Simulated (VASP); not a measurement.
# BN (P6_3/mmc) in VASP: further runs

The runs below take BN through single point, with PBEsol.

Program: VASP 6.6.1. These are calculated values, not measurements. Logs are shortened: lines on timing, memory, paths and dates and some standing lists are left out, and cuts for length are marked.

**1. The cell of the first run**

The structure is hexagonal, space group P6_3/mmc (No. 194). Conventional cell: a = 2.585 Å, b = 2.585 Å, c = 6.756 Å, α = 90.00°, β = 90.00°, γ = 120.00°. B (site symmetry -6m2) has 3 N at 1.49 Å within 2.0 Å. Within 2.0 Å of N (site symmetry -6m2) lie 3 B at 1.49 Å.

**2. Single point, PBEsol (volume 9.776 Å^3 an atom, c/a of the conventional cell 2.6133)**

File INCAR:

```
SYSTEM = BN
  ALGO = Normal
  EDIFF = 1E-6
  ENCUT = 520
  GGA = PS
  ISIF = 2
  ISMEAR = 0
  LASPH = .TRUE.
  LCHARG = .FALSE.
  LREAL = .FALSE.
  LWAVE = .FALSE.
  NBANDS = 16
  NELM = 100
  PREC = Accurate
  SIGMA = 0.05
```

File KPOINTS:

```
k-points
0
G
  12 12 4
  0 0 0
```

File POSCAR:

```
BN
1.0
    2.5852373875      0.0000000000      0.0000000000
   -1.2926186938      2.2388812523      0.0000000000
    0.0000000000      0.0000000000      6.7560008647
B N
2 2
Direct
    0.3333333333      0.6666666667      0.2500000000
    0.6666666667      0.3333333333      0.7500000000
    0.3333333333      0.6666666667      0.7500000000
    0.6666666667      0.3333333333      0.2500000000
```

Potentials or basis: VASP PAW PBE potentials, release 64 (B, N).

On the command line:

```console
$ cat potpaw_PBE.64/B/POTCAR potpaw_PBE.64/N/POTCAR > POTCAR
$ mpirun -np 1 vasp_std > vasp.out
```

OUTCAR:

```text
SYSTEM = BN
   EDIFF = 1E-6
   ENCUT = 520
   GGA = PS
   ISIF = 2
   ISMEAR = 0
   LASPH = .TRUE.
   LREAL = .FALSE.
   NELM = 100
   PREC = Accurate

 ion  position               nearest neighbor table
   1  0.333  0.667  0.250-   4 1.49   4 1.49   4 1.49
   2  0.667  0.333  0.750-   3 1.49   3 1.49   3 1.49
   3  0.333  0.667  0.750-   2 1.49   2 1.49   2 1.49
   4  0.667  0.333  0.250-   1 1.49   1 1.49   1 1.49

  LATTYP: Found a hexagonal cell.
 ALAT       =     2.5852373875
 C/A-ratio  =     2.6133000000

  Lattice vectors:

 A1 = (   2.5852373875,   0.0000000000,   0.0000000000)
 A2 = (  -1.2926186938,   2.2388812523,   0.0000000000)
 A3 = (   0.0000000000,   0.0000000000,   6.7560008647)

Analysis of symmetry for initial positions (statically):
=====================================================================
 Subroutine PRICEL returns:
 Original cell was already a primitive cell.

 Routine SETGRP: Setting up the symmetry group for a
 hexagonal supercell.

 Subroutine GETGRP returns: Found 24 space group operations
 (whereof 12 operations were pure point group operations)
 out of a pool of 24 trial point group operations.

The static configuration has the point symmetry D_3d.
 The point group associated with its full space group is D_6h.

Analysis of symmetry for dynamics (positions and initial velocities):
=====================================================================
 Subroutine PRICEL returns:
 Original cell was already a primitive cell.

 Routine SETGRP: Setting up the symmetry group for a
 hexagonal supercell.

 Subroutine GETGRP returns: Found 24 space group operations
 (whereof 12 operations were pure point group operations)
 out of a pool of 24 trial point group operations.

The dynamic configuration has the point symmetry D_3d.
 The point group associated with its full space group is D_6h.

 Subroutine INISYM returns: Found 24 space group operations
 (whereof 12 operations are pure point group operations),
 and found     1 'primitive' translations

----------------------------------------------------------------------------------------

                                     Primitive cell

  volume of cell :      39.1040

  direct lattice vectors                    reciprocal lattice vectors
     2.585237387  0.000000000  0.000000000     0.386811673  0.223325824  0.000000000
    -1.292618694  2.238881252  0.000000000     0.000000000  0.446651648  0.000000000
     0.000000000  0.000000000  6.756000865     0.000000000  0.000000000  0.148016559

  length of vectors
     2.585237387  2.585237387  6.756000865     0.446651648  0.446651648  0.148016559

  position of ions in fractional coordinates (direct lattice)
     0.333333333  0.666666667  0.250000000
     0.666666667  0.333333333  0.750000000
     0.333333333  0.666666667  0.750000000
     0.666666667  0.333333333  0.250000000

  ion indices of the primitive-cell ions
   primitive index   ion index
                 1           1
                 2           2
                 3           3
                 4           4

----------------------------------------------------------------------------------------

 KPOINTS: k-points

Automatic generation of k-mesh.
 Grid dimensions read from file:
 generate k-points for:   12   12    4

 Generating k-lattice:

  Cartesian coordinates                     Fractional coordinates (reciprocal lattice)
     0.032234306  0.018610485  0.000000000     0.083333333  0.000000000  0.000000000
     0.000000000  0.037220971  0.000000000     0.000000000  0.083333333  0.000000000
     0.000000000  0.000000000  0.037004140     0.000000000  0.000000000  0.250000000

  Length of vectors
     0.037220971  0.037220971  0.037004140

  Shift w.r.t. Gamma in fractional coordinates (k-lattice)
     0.000000000  0.000000000  0.000000000

 Subroutine IBZKPT returns following result:
 ===========================================

 Found     57 irreducible k-points:

 Following reciprocal coordinates:
            Coordinates               Weight
  0.000000  0.000000  0.000000      1.000000
  0.083333  0.000000  0.000000      6.000000
  0.166667  0.000000  0.000000      6.000000
  0.250000 -0.000000  0.000000      6.000000
  0.333333 -0.000000  0.000000      6.000000
  0.416667  0.000000  0.000000      6.000000
[... 16 lines left out ...]
  0.250000 -0.000000  0.250000     12.000000
  0.333333 -0.000000  0.250000     12.000000
 [... further k-points ...]
   k-points           NKPTS =     57   k-points in BZ     NKDIM =     57   number of bands    NBANDS=     16
   number of dos      NEDOS =    301   number of ions     NIONS =      4
   total plane-waves  NPLWV =  20000
   dimension x,y,z NGX =    20 NGY =   20 NGZ =   50
   dimension x,y,z NGXF=    40 NGYF=   40 NGZF=  100
   ions per type =               2   2
   NGX,Y,Z   is equivalent  to a cutoff of  12.86, 12.86, 12.30 a.u.
   NGXF,Y,Z  is equivalent  to a cutoff of  25.72, 25.72, 24.61 a.u.
 SYSTEM =  BN
[... 32 lines left out ...]
  Thomas-Fermi vector in A             =   2.350757
   LORBIT       =      0    0 simple, 1 ext, 2 COOP (PROOUT), +10 PAW based schemes
   GGA     = PS    functional components
   LHFCALC =     F    Hartree Fock is set to
   AEXX    =    0.0000 exact exchange contribution
   IVDW    =     0    specifies the selected vdW correction
   LEPSILON=     F    determine dielectric tensor
   LRPA    =     F    only Hartree local field effects (RPA)
 non-spin polarized calculation
 Gauss-broadening in eV      SIGMA  =   0.05
  energy-cutoff  :      520.00
  volume of cell :       39.10
 maximum number of plane-waves:      1070
 NGX is ok and might be reduce to    20
   NGX =  9   NGY =  9   NGZ = 25

 number of electron      16.0000001 magnetization

 Free energy of the ion-electron system (eV)
  ---------------------------------------------------
  ext. energy  EPLUGINS =         0.00000000
  ---------------------------------------------------
  free energy    TOTEN  =       -36.34437885 eV

  energy without entropy =      -36.34437885  energy(sigma->0) =      -36.34437885

 E-fermi :   1.8927     XC(G=0):  -9.9939

 val. band max:        1.6658042122   @ k =   0.3333   0.2500   0.0000
 cond. band min:       5.7001030324   @ k =   0.5000  -0.0000   0.0000
 fundamental gap:      4.0342988202
 Fermi energy:         1.8927240175

 k-point     1 :       0.0000    0.0000    0.0000
  band No.  band energies     occupation
      1     -15.5286      2.00000
      2     -15.2538      2.00000
      3      -4.1030      2.00000
      4      -2.0353      2.00000
      5       0.2530      2.00000
      6       0.2530      2.00000
[... 8 lines left out ...]
     15      12.5128      0.00000
     16      13.5571      0.00000

 k-point     2 :       0.0833    0.0000    0.0000
  band No.  band energies     occupation
      1     -15.4015      2.00000
      2     -15.1310      2.00000
      3      -3.9293      2.00000
      4      -1.8810      2.00000
      5      -0.2863      2.00000
      6      -0.2545      2.00000
[... 8 lines left out ...]
     15      13.0517      0.00000
     16      13.1111      0.00000

 k-point     3 :       0.1667    0.0000    0.0000
  band No.  band energies     occupation
      1     -15.0277      2.00000
      2     -14.7704      2.00000
      3      -3.4150      2.00000
      4      -1.6426      2.00000
      5      -1.6042      2.00000
      6      -1.4281      2.00000
[... 8 lines left out ...]
     15      14.4036      0.00000
     16      14.5152      0.00000

 k-point     4 :       0.2500   -0.0000    0.0000
  band No.  band energies     occupation
      1     -14.4340      2.00000
      2     -14.2001      2.00000
      3      -3.3476      2.00000
      4      -3.2886      2.00000
      5      -2.5840      2.00000
      6      -1.2385      2.00000
[... 8 lines left out ...]
     15      16.2336      0.00000
     16      16.4721      0.00000
[... 324 lines left out ...]
 k-point    22 :       0.1667    0.0000    0.2500
  band No.  band energies     occupation
      1     -14.9918      2.00000
      2     -14.8099      2.00000
      3      -3.1776      2.00000
      4      -1.8421      2.00000
      5      -1.6278      2.00000
      6      -1.5525      2.00000
[... 8 lines left out ...]
     15      14.4192      0.00000
     16      14.4983      0.00000

 k-point    23 :       0.2500   -0.0000    0.2500
  band No.  band energies     occupation
      1     -14.4012      2.00000
      2     -14.2359      2.00000
      3      -3.3503      2.00000
      4      -3.3038      2.00000
      5      -2.3386      2.00000
      6      -1.2302      2.00000
[... 8 lines left out ...]
     15      16.4866      0.00000
     16      16.5630      0.00000

 k-point    24 :       0.3333   -0.0000    0.2500
  band No.  band energies     occupation
      1     -13.6589      2.00000
      2     -13.5203      2.00000
      3      -5.0209      2.00000
      4      -4.9646      2.00000
      5      -1.8090      2.00000
      6      -1.7651      2.00000
[... 8 lines left out ...]
     15      17.2653      0.00000
     16      18.7714      0.00000

 [... further k-points ...]
[... 5 lines left out ...]
  --------------------------------------------------------------------------------------
  -------------------------------------------------------------------------------------
  Total       -7.0610398     -7.0610398      0.0652795      0.0000000     -0.0000000      0.0000000
  in kB     -289.3064095   -289.3064095      2.6746451      0.0000000     -0.0000000      0.0000000
  external PRESSURE =    -191.9793913 kB  Pullay stress =       0.0000000 kB

 VOLUME and BASIS-vectors are now :
 -----------------------------------------------------------------------------
  energy-cutoff  :      520.00
  volume of cell :       39.10
      direct lattice vectors                 reciprocal lattice vectors
     2.585237387  0.000000000  0.000000000     0.386811673  0.223325824  0.000000000
    -1.292618694  2.238881252  0.000000000     0.000000000  0.446651648  0.000000000
     0.000000000  0.000000000  6.756000865     0.000000000  0.000000000  0.148016559

 POSITION                                       TOTAL-FORCE (eV/Angst)
 -----------------------------------------------------------------------------------
     -0.00000      1.49259      1.68900         0.000000      0.000000      0.000000
      1.29262      0.74629      5.06700        -0.000000     -0.000000      0.000000
     -0.00000      1.49259      5.06700         0.000000     -0.000000      0.000000
      1.29262      0.74629      1.68900         0.000000     -0.000000      0.000000
 -----------------------------------------------------------------------------------
    total drift:                                0.000000     -0.000000      0.000000

  FREE ENERGIE OF THE ION-ELECTRON SYSTEM (eV)
  ---------------------------------------------------
  free  energy   TOTEN  =       -36.3443788461 eV

  energy  without entropy=      -36.3443788461  energy(sigma->0) =      -36.34437885
```

It took 42 s on 1 thread of Intel Xeon 8259CL, shared host; peak memory 0.16 GiB.

Results:

```yaml
Free_energy: -36.3444 eV
Pressure: -19.2 GPa
Band_gap_on_the_k_mesh: 4.03 eV, indirect (least direct gap 4.35 eV)
```

Stress tensor (GPa, compression positive):
```
-28.93   0.00   0.00
  0.00 -28.93   0.00
  0.00   0.00   0.27
```

Caveat: the PAW data sets were made with another functional, which shifts forces and pressure a little; this functional lacks dispersion, which binds the layers, so the pressure and a relaxed spacing across them are unreliable.

**3. Single point, PBEsol (volume 9.776 Å^3 an atom, c/a of the conventional cell 2.6771)**

File INCAR:

```
SYSTEM = BN
PREC = Accurate
ENCUT = 520
EDIFF = 1E-7
ISMEAR = 0
SIGMA = 0.05
LREAL = .FALSE.
LASPH = .TRUE.
NELM = 60
ALGO = Normal
ISIF = 2
LWAVE = .FALSE.
LCHARG = .TRUE.
GGA = PS
LELF = .TRUE.
LVHAR = .TRUE.
NBANDS = 16
```

File KPOINTS:

```
regular mesh
0
G
  12 12 4
  0 0 0
```

File POSCAR:

```
BN
1.0
    2.5645351314      0.0000000000      0.0000000000
   -1.2822675658      2.2209525727      0.0000000000
    0.0000000000      0.0000000000      6.8655170004
B N
2 2
Direct
    0.3333333333      0.6666666667      0.2500000000
    0.6666666667      0.3333333333      0.7500000000
    0.3333333333      0.6666666667      0.7500000000
    0.6666666667      0.3333333333      0.2500000000
```

Potentials or basis: VASP PAW PBE potentials, release 64 (B, N).

On the command line:

```console
$ cat potpaw_PBE.64/B/POTCAR potpaw_PBE.64/N/POTCAR > POTCAR
$ mpirun -np 1 vasp_std > vasp.out
```

Run time: 51 s. Hardware: 1 thread of Intel Xeon 8259CL, shared host; peak memory 0.17 GiB.

It converged, with:

```
Free energy            : -36.4449 eV
Pressure               : -14.6 GPa
Band gap on the k mesh : 4.10 eV, indirect (least direct gap 4.41 eV)
```

Stress tensor (GPa, compression positive):
```
-21.95   0.00   0.00
  0.00 -21.95   0.00
  0.00   0.00   0.06
```

Levels at points of the mesh, in eV from the valence-band top:
```
           k point  band 5  band 6  band 7  band 8  band 9  band 10  band 11  band 12
(0.00, 0.00, 0.00)   -1.38   -1.38   -1.35   -1.35    4.86     9.57    10.89    10.93
(0.50, 0.00, 0.00)   -4.02   -3.97   -1.31   -0.43    4.10     5.30     8.78     9.16
(0.00, 0.00, 0.50)   -1.37   -1.37   -1.37   -1.37    7.00     7.00    10.98    10.98
(0.50, 0.00, 0.50)   -4.00   -4.00   -0.86   -0.86    4.52     4.52     9.11     9.11
```

Caveat: the PAW data sets were made with another functional, which shifts forces and pressure a little; this functional lacks dispersion, which binds the layers, so the pressure and a relaxed spacing across them are unreliable. A k mesh can miss the band edges.

**4. Single point, PBEsol (volume 9.776 Å^3 an atom, c/a of the conventional cell 3.0939)**

File INCAR:

```
ALGO = Normal ; EDIFF = 1E-6
ENCUT = 520 ; GGA = PS
ISIF = 2 ; ISMEAR = 0
LASPH = True ; LCHARG = False
LREAL = False ; LWAVE = False
NBANDS = 16 ; NELM = 80
PREC = Accurate ; SIGMA = 0.05
```

File KPOINTS:

```
k-points
0
Gamma
  12 12 4
```

File POSCAR:

```
BN
1.0
    2.4437761764      0.0000000000      0.0000000000
   -1.2218880882      2.1163722499      0.0000000000
    0.0000000000      0.0000000000      7.5607991121
B N
2 2
Direct
    0.3333333333      0.6666666667      0.2500000000
    0.6666666667      0.3333333333      0.7500000000
    0.3333333333      0.6666666667      0.7500000000
    0.6666666667      0.3333333333      0.2500000000
```

On the command line:

```console
$ cat potpaw_PBE.64/B/POTCAR potpaw_PBE.64/N/POTCAR > POTCAR
$ mpirun -np 1 vasp_std > vasp.out
```

Run time: 28 s. Hardware: 1 thread of Intel Xeon Platinum 8559C (Emerald Rapids), shared host; peak memory 0.15 GiB.

The run converged. Its results:

| Quantity | Value |
| --- | --- |
| Free energy | -36.4089 eV |
| Pressure | 17.4 GPa |
| Band gap on the k mesh | 4.45 eV, indirect (least direct gap 4.80 eV) |

Stress tensor (GPa, compression positive):
```
26.32  0.00  0.00
 0.00 26.32  0.00
 0.00  0.00 -0.44
```

Levels at points of the mesh, in eV from the valence-band top:
```csv
k point,band 6,band 7,band 8,band 9,band 10,band 11
"(0.00, 0.00, 0.00)",-1.22,-1.21,-1.21,4.45,8.69,11.99
"(0.50, 0.00, 0.00)",-4.22,-1.22,-0.77,4.51,5.29,10.06
"(0.00, 0.00, 0.50)",-1.22,-1.22,-1.22,6.19,6.19,12.17
"(0.50, 0.00, 0.50)",-4.23,-1.00,-1.00,4.83,4.83,10.51
```

Caveat: the PAW data sets were made with another functional, which shifts forces and pressure a little; this functional lacks dispersion, which binds the layers, so the pressure and a relaxed spacing across them are unreliable. A k mesh can miss the band edges.

**5. Single point, PBEsol (volume 9.776 Å^3 an atom, c/a of the conventional cell 2.9482)**

File INCAR:

```
  PREC = Accurate
  ENCUT = 520
  EDIFF = 1E-7
  ISMEAR = 0
  SIGMA = 0.05
  LREAL = False
  LASPH = True
  NELM = 80
  ALGO = Normal
  ISIF = 2
  LWAVE = False
  LCHARG = True
  GGA = PS
  LELF = True
  LVHAR = True
  NBANDS = 16
```

File KPOINTS:

```
regular mesh
0
Gamma
  12 12 4
```

File POSCAR:

```
BN
1.0
    2.4833877636      0.0000000000      0.0000000000
   -1.2416938818      2.1506768907      0.0000000000
    0.0000000000      0.0000000000      7.3215238047
B N
2 2
Direct
    0.3333333333      0.6666666667      0.2500000000
    0.6666666667      0.3333333333      0.7500000000
    0.3333333333      0.6666666667      0.7500000000
    0.6666666667      0.3333333333      0.2500000000
```

On the command line:

```console
$ cat potpaw_PBE.64/B/POTCAR potpaw_PBE.64/N/POTCAR > POTCAR
$ mpirun -np 1 vasp_std > vasp.out
```

Run time: 23 s. Hardware: 1 thread of Intel Xeon Platinum 8559C (Emerald Rapids), shared host; peak memory 0.15 GiB.

Results (log left out):

* Free energy: -36.5498 eV
* Pressure: 5.9 GPa
* Band gap on the k mesh: 4.37 eV, indirect (least direct gap 4.67 eV)

Stress tensor (GPa, compression positive):
```
 9.00  0.00  0.00
 0.00  9.00  0.00
 0.00  0.00 -0.38
```

Levels at points of the mesh, in eV from the valence-band top:
```
           k point  band 4  band 5  band 6  band 7  band 8  band 9  band 10  band 11  band 12  band 13
(0.00, 0.00, 0.00)   -4.74   -1.28   -1.28   -1.27   -1.27    4.59     9.05    11.74    11.74    11.79
(0.50, 0.00, 0.00)   -8.98   -4.17   -4.14   -1.24   -0.66    4.37     5.28     9.63    10.20    12.26
(0.00, 0.00, 0.50)   -5.45   -1.27   -1.27   -1.27   -1.27    6.47     6.47    11.76    11.76    11.76
(0.50, 0.00, 0.50)   -9.00   -4.16   -4.16   -0.95   -0.95    4.73     4.73    10.04    10.04    13.07
```

Caveat: the PAW data sets were made with another functional, which shifts forces and pressure a little; this functional lacks dispersion, which binds the layers, so the pressure and a relaxed spacing across them are unreliable.

**6. Overview**

| cell | gap on the mesh (eV) | pressure (GPa) |
| --- | --- | --- |
| a = 2.585, b = 2.585, c = 6.756 Å, angles 90.0, 90.0, 120.0°, 4 atoms | 4.03 | -19.2 |
| a = 2.565, b = 2.565, c = 6.866 Å, angles 90.0, 90.0, 120.0°, 4 atoms | 4.10 | -14.6 |
| a = 2.444, b = 2.444, c = 7.561 Å, angles 90.0, 90.0, 120.0°, 4 atoms | 4.45 | 17.4 |
| a = 2.483, b = 2.483, c = 7.322 Å, angles 90.0, 90.0, 120.0°, 4 atoms | 4.37 | 5.9 |

Alike in all rows: task single point; level PBEsol; potentials or basis VASP PAW PBE potentials, release 64 (B, N); no spin polarisation; k mesh 12 × 12 × 4; cutoff (eV) 520; smearing gaussian 0.05 eV.

Caveats: the PAW data sets were made with another functional, which shifts forces and pressure a little; this functional lacks dispersion, which binds the layers, so the pressure and a relaxed spacing across them are unreliable.

Total energies depend on the potentials used, so only differences within one code and one set of settings carry meaning.
